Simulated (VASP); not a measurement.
# KTa6 in VASP: notebook, part 2 of 2

VASP 6.6.1. The steps go on from the part before.

**4. Single point, PBEsol**

INCAR reads:

```
SYSTEM = KTa6
  ALGO = Normal
  DIPOL = 0.5 0.5 0.350
  EDIFF = 1E-6
  ENCUT = 520
  GGA = PS
  IDIPOL = 3
  ISIF = 2
  ISMEAR = 0
  LASPH = .True.
  LCHARG = .False.
  LDIPOL = .True.
  LREAL = .False.
  LWAVE = .False.
  NBANDS = 46
  NELM = 80
  PREC = Accurate
  SIGMA = 0.1
```

KPOINTS reads:

```
k-points
0
Gamma
  6 6 1
  0 0 0
```

POSCAR reads:

```
KTa6
1.0
    4.6392671641      0.0000000000      0.0000000000
   -2.3196335820      4.0177232190      0.0000000000
    0.0000000000      0.0000000000     19.9438808521
Ta K
6 1
Direct
    0.6666666666      0.3333333333      0.2005627706
    0.3333333333      0.6666666667      0.2480453269
    0.0000000000      0.0000000000      0.2955278831
    0.6666666666      0.3333333333      0.3400187729
    0.3333333333      0.6666666667      0.3814681516
    0.0000000000      0.0000000000      0.4233820346
    0.4444444444      0.8888888889      0.5596462953
```

Potentials or basis: VASP PAW PBE potentials, release 64 (Ta_pv, K_sv).

On the command line:

```console
> cat potpaw_PBE.64/Ta_pv/POTCAR potpaw_PBE.64/K_sv/POTCAR > POTCAR
> mpirun -np 1 vasp_std > vasp.out
```

OUTCAR:

```text
SYSTEM = KTa6
   EDIFF = 1E-6
   ENCUT = 520
   GGA = PS
   ISIF = 2
   ISMEAR = 0
   LASPH = .True.
   LREAL = .False.
   NELM = 80
   PREC = Accurate

 ion  position               nearest neighbor table
   1  0.667  0.333  0.201-   4 2.78   2 2.84   2 2.84   2 2.84   3 3.28   3 3.28   3 3.28
   2  0.333  0.667  0.248-   5 2.66   3 2.84   3 2.84   3 2.84   1 2.84   1 2.84   1 2.84   4 3.25
                             4 3.25   4 3.25
   3  0.000  0.000  0.296-   6 2.55   4 2.82   4 2.82   4 2.82   2 2.84   2 2.84   2 2.84   5 3.18
                             5 3.18   5 3.18   1 3.28   1 3.28   1 3.28
   4  0.667  0.333  0.340-   1 2.78   5 2.80   5 2.80   5 2.80   3 2.82   3 2.82   3 2.82   6 3.15
                             6 3.15   6 3.15   2 3.25   2 3.25   2 3.25
   5  0.333  0.667  0.381-   2 2.66   4 2.80   4 2.80   4 2.80   6 2.81   6 2.81   6 2.81   3 3.18
                             3 3.18   3 3.18   7 3.66
   6  0.000  0.000  0.423-   3 2.55   5 2.81   5 2.81   5 2.81   4 3.15   4 3.15   4 3.15   7 3.60
                             7 3.60
   7  0.444  0.889  0.560-   6 3.60   6 3.60   5 3.66

  LATTYP: Found a hexagonal cell.
 ALAT       =     4.6392671641
 C/A-ratio  =     4.2989291512

  Lattice vectors:

 A1 = (   4.6392671641,   0.0000000000,   0.0000000000)
 A2 = (  -2.3196335820,   4.0177232190,   0.0000000000)
 A3 = (   0.0000000000,   0.0000000000,  19.9438808521)

Analysis of symmetry for initial positions (statically):
=====================================================================
 Subroutine PRICEL returns:
 Original cell was already a primitive cell.

 Routine SETGRP: Setting up the symmetry group for a
 hexagonal supercell.

 Subroutine GETGRP returns: Found  2 space group operations
 (whereof  2 operations were pure point group operations)
 out of a pool of 24 trial point group operations.

The static configuration has the point symmetry C_1h.

Analysis of symmetry for dynamics (positions and initial velocities):
[... 137 lines left out ...]
   IVDW    =     0    specifies the selected vdW correction
   LEPSILON=     F    determine dielectric tensor
   LRPA    =     F    only Hartree local field effects (RPA)
 non-spin polarized calculation
 Gauss-broadening in eV      SIGMA  =   0.10
  energy-cutoff  :      520.00
  volume of cell :      371.74
 maximum number of plane-waves:     10037
 NGX is ok and might be reduce to    36
   NGX = 17   NGY = 17   NGZ = 75

 dipolmoment           0.000000      0.000000      0.007401 electrons x Angstroem

 number of electron      75.0000005 magnetization

 dipolmoment           0.000000      0.000000     -0.148294 electrons x Angstroem

 Free energy of the ion-electron system (eV)
  ---------------------------------------------------
  ext. energy  EPLUGINS =         0.00000000
  ---------------------------------------------------
  free energy    TOTEN  =       -69.75137816 eV

  energy without entropy =      -69.71555625  energy(sigma->0) =      -69.73346721

 E-fermi :   0.1251     XC(G=0):  -5.7076

 val. band max:        0.0978888065   @ k =   0.5000  -0.0000   0.0000
 cond. band min:       0.1542617853   @ k =   0.0000   0.3333   0.0000
 fundamental gap:      0.0563729788
 Fermi energy:         0.1250683975

 k-point     1 :       0.0000    0.0000    0.0000
  band No.  band energies     occupation
      1     -34.6113      2.00000
      2     -34.4092      2.00000
      3     -34.2966      2.00000
      4     -34.2952      2.00000
      5     -34.1147      2.00000
      6     -34.1132      2.00000
[... 626 lines left out ...]
     45       1.5756      0.00000
     46       1.9078      0.00000

------------------------ aborting loop because EDIFF is reached ----------------------------------------

 vacuum level on the upper side and lower side of the slab       (xc-potential included)        -1.326         0.234

  FORCE on cell =-STRESS in cart. coord.  units (eV):
  Direction    XX          YY          ZZ          XY          YZ          ZX
  --------------------------------------------------------------------------------------
  -------------------------------------------------------------------------------------
  Total       -4.1441643     -5.0655691     -3.4232875     -0.0000000      0.0971887      0.0000000
  in kB      -17.8611114    -21.8323133    -14.7541734     -0.0000000      0.4188777      0.0000000
  external PRESSURE =     -18.1491994 kB  Pullay stress =       0.0000000 kB

 VOLUME and BASIS-vectors are now :
 -----------------------------------------------------------------------------
  energy-cutoff  :      520.00
  volume of cell :      371.74
      direct lattice vectors                 reciprocal lattice vectors
     4.639267164  0.000000000  0.000000000     0.215551285  0.124448593  0.000000000
    -2.319633582  4.017723219  0.000000000     0.000000000  0.248897185  0.000000000
     0.000000000  0.000000000 19.943880852     0.000000000  0.000000000  0.050140693

 POSITION                                       TOTAL-FORCE (eV/Angst)
 -----------------------------------------------------------------------------------
      2.31963      1.33924      4.00000        -0.000000     -0.011592      1.778921
     -0.00000      2.67848      4.94699         0.000000      0.008279     -0.000418
      0.00000      0.00000      5.89397         0.000000      0.019155     -1.844033
      2.31963      1.33924      6.78129        -0.000000     -0.044197      0.067339
     -0.00000      2.67848      7.60796        -0.000000     -0.024475      0.081733
      0.00000      0.00000      8.44388         0.000000      0.042141     -0.079470
     -0.00000      3.57131     11.16152         0.000000      0.010689     -0.004071
 -----------------------------------------------------------------------------------
    total drift:                                0.000000      0.000024      0.000446

  FREE ENERGIE OF THE ION-ELECTRON SYSTEM (eV)
  ---------------------------------------------------
  free  energy   TOTEN  =       -69.7513781623 eV

  energy  without entropy=      -69.7155562513  energy(sigma->0) =      -69.73346721

 vacuum level on the upper side and lower side of the slab         1.543         3.147
```

It took 4.6 min on 1 thread of Intel Xeon 6975P-C (Granite Rapids), shared host; peak memory 0.54 GiB.

What came out:

```yaml
Free_energy: -69.7514 eV
Largest_force: 1.844 eV/Å
Band_gap_on_the_k_mesh: zero (an odd number of electrons rules out a gap without spin polarisation)
```

Forces on the atoms (eV/Å):
```
Ta   0.000 -0.012  1.779
Ta   0.000  0.008  0.000
Ta   0.000  0.019 -1.844
Ta   0.000 -0.044  0.067
Ta   0.000 -0.024  0.082
Ta   0.000  0.042 -0.079
K    0.000  0.011 -0.004
```

Caveat: the PAW data sets were made with another functional, which shifts forces and pressure a little; spin-orbit coupling is left out, which moves the levels of the heavy elements.

**5. Single point, PBEsol**

INCAR reads:

```
PREC = Accurate ; ENCUT = 520
EDIFF = 1E-6 ; ISMEAR = 0
SIGMA = 0.1 ; LREAL = False
LASPH = True ; NELM = 100
ALGO = Normal ; ISIF = 2
LWAVE = False ; LCHARG = False
LDIPOL = True ; IDIPOL = 3
DIPOL = 0.5 0.5 0.348 ; GGA = PS
NBANDS = 46
```

KPOINTS reads:

```
Automatic mesh
0
Gamma
  6 6 1
```

POSCAR reads:

```
KTa6
1.0
    4.6392671641      0.0000000000      0.0000000000
   -2.3196335820      4.0177232190      0.0000000000
    0.0000000000      0.0000000000     19.9438808521
Ta K
6 1
Direct
    0.6666666667      0.3333333333      0.2005627706
    0.3333333333      0.6666666666      0.2480453269
    0.0000000000      0.0000000000      0.2955278831
    0.6666666667      0.3333333333      0.3400187729
    0.3333333333      0.6666666666      0.3814681516
    0.0000000000      0.0000000000      0.4233820346
    0.8888888889      0.4444444444      0.5492973771
```

On the command line:

```console
> cat potpaw_PBE.64/Ta_pv/POTCAR potpaw_PBE.64/K_sv/POTCAR > POTCAR
> mpirun -np 1 vasp_std > vasp.out
```

It took 4.3 min on 1 thread of Intel Xeon 6975P-C (Granite Rapids), shared host; peak memory 0.55 GiB.

It converged, with:

```
Free energy            : -69.8454 eV
Largest force          : 1.824 eV/Å
Band gap on the k mesh : zero (an odd number of electrons rules out a gap without spin polarisation)
```

Forces on the atoms (eV/Å):
```
Ta   0.008  0.005  1.754
Ta  -0.007 -0.004 -0.002
Ta  -0.019 -0.011 -1.824
Ta   0.044  0.025  0.064
Ta   0.019  0.011  0.264
Ta   0.132  0.076 -0.262
K   -0.177 -0.102  0.005
```

Levels at points of the mesh, in eV from the Fermi level:
```
           k point  band 34  band 35  band 36  band 37  band 38  band 39  band 40  band 41
(0.00, 0.00, 0.00)    -1.07    -0.99    -0.98    -0.43    -0.42     0.13     0.21     0.21
(0.50, 0.00, 0.00)    -1.15    -0.97    -0.73    -0.31    -0.09     0.08     0.80     1.06
(0.00, 0.50, 0.00)    -1.13    -0.98    -0.71    -0.31    -0.03     0.11     0.77     1.01
```

Caveat: the PAW data sets were made with another functional, which shifts forces and pressure a little; spin-orbit coupling is left out, which moves the levels of the heavy elements.

**6. The runs side by side**

| cell | gap on the mesh (eV) | largest force (eV/Å) |
| --- | --- | --- |
| a = 4.639, b = 4.639, c = 19.944 Å, angles 90.0, 90.0, 120.0°, 7 atoms, atomic positions A | none | 1.84 |
| a = 4.639, b = 4.639, c = 19.944 Å, angles 90.0, 90.0, 120.0°, 7 atoms, atomic positions B | none | 1.82 |
| a = 4.639, b = 4.639, c = 19.944 Å, angles 90.0, 90.0, 120.0°, 7 atoms, atomic positions C | none | 1.84 |
| a = 4.639, b = 4.639, c = 19.944 Å, angles 90.0, 90.0, 120.0°, 7 atoms, atomic positions D | none | 1.82 |

Alike in all rows: task single point; level PBEsol; potentials or basis VASP PAW PBE potentials, release 64 (Ta_pv, K_sv); no spin polarisation; k mesh 6 × 6 × 1; cutoff (eV) 520; smearing gaussian 0.1 eV.

Caveats: the PAW data sets were made with another functional, which shifts forces and pressure a little; spin-orbit coupling is left out, which moves the levels of the heavy elements.

Total energies depend on the potentials used, so only differences within one code and one set of settings carry meaning.
